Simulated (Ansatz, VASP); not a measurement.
**LaTaO: VASP beside Ansatz**

```
La Ta O
1.0
     4.14302    0.00000    0.00000
     0.00000    4.14302    0.00000
     0.00000    0.00000    6.54770
La Ta O
2 2 2
Direct
  0.00000 0.50000 0.40452
  0.50000 0.00000 0.59548
  0.50000 0.00000 0.09216
  0.00000 0.50000 0.90784
  0.00000 0.00000 0.00000
  0.50000 0.50000 0.00000
```

Change from the starting cell: species swapped into the NaFeAs type (P4/nmm, No. 129).

Alike in both runs: functional PBE; k mesh 10 × 10 × 6; occupations gaussian, width 0.1 eV; no spin polarisation.

Ansatz relaxed the structure, and its values are those at the end. VASP's run is a single point on that final structure, the one shown.

|  | VASP | Ansatz |
| --- | --- | --- |
| version | VASP 6.6.1 | Ansatz 0.2.0 |
| potentials or method | VASP PAW PBE potentials, release 64 (La, Ta_pv, O), cutoff 520 eV | scalar-relativistic, plane waves, PAW |
| valence electrons in the cell | 56 | 60 |

|  | VASP | Ansatz | Ansatz less VASP |
| --- | --- | --- | --- |
| gap on the k mesh at the Fermi level (eV) | none | none | - |
| pressure (GPa) | 0.2 | 0.0 | -0.17 |
| rms of the force components (eV/Å) | 0.015 | 0.002 | -0.0124 |

A gap of «none» marks a metal or a gap that the smearing closes. VASP's potentials hold 56 valence electrons a cell and Ansatz's 60, so a difference there can come from the potentials and not from the codes.

Neither program's run includes spin-orbit coupling.
